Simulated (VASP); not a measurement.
## CsCaH3: single point with LDA

Crystal: CsCaH3.

```
Cs Ca H
1.0
     4.69050    0.00000    0.00000
     0.00000    4.62119    0.00000
     0.00000    0.00000    4.62119
Cs Ca H
1 1 3
Direct
  0.00000 0.00000 0.00000
  0.50000 0.50000 0.50000
  0.50000 0.00000 0.50000
  0.00000 0.50000 0.50000
  0.50000 0.50000 0.00000
```

This cell differs from its parent crystal: strain +0.0150 x Voigt [1, 0, 0, 0, 0, 0].

```yaml
Program: VASP 6.6.1
Task: single point
Functional: LDA
Potentials_or_basis: VASP PAW LDA potentials, release 64 (Cs_sv, Ca_sv, H)
Cutoff: 520 eV
k_mesh: 6 × 6 × 6
Occupations: gaussian, width 0.05 eV
Spin: no spin polarisation
```

```yaml
Pressure: -2.6 GPa
Band_gap_on_the_k_mesh: 2.79 eV (least direct gap 2.80 eV)
```

Stress tensor (GPa, compression positive):
```
-2.94  0.00  0.00
 0.00 -2.43  0.00
 0.00  0.00 -2.43
```

Levels at points of the mesh, in eV from the valence-band top:
```csv
k point,band 8,band 9,band 10,band 11,band 12,band 13,band 14,band 15
"(0.00, 0.00, 0.00)",-6.88,-2.79,-0.66,-0.66,5.30,5.30,5.37,6.19
"(0.50, 0.00, 0.00)",-6.85,-1.29,-0.90,-0.40,4.67,5.15,5.15,5.40
"(0.00, 0.50, 0.00)",-6.84,-1.24,-0.88,-0.38,4.68,5.08,5.12,5.25
"(0.50, 0.50, 0.00)",-6.80,-1.50,-0.03,0.00,2.80,4.24,4.24,4.94
"(0.00, 0.50, 0.50)",-6.82,-1.45,-0.02,-0.02,2.79,4.15,4.15,5.05
"(0.50, 0.50, 0.50)",-7.16,-0.61,-0.60,-0.60,4.38,4.43,4.43,4.75
```

Wall time 27 s on 1 thread of Intel(R) Xeon(R) 6975P-C (Granite Rapids) (shared host), peak memory 0.22 GiB.

Caveat: the cell differs from its parent crystal (strain +0.0150 x Voigt [1, 0, 0, 0, 0, 0]); spin-orbit coupling is left out, which moves the levels of the heavy elements. A k mesh can miss the band edges.
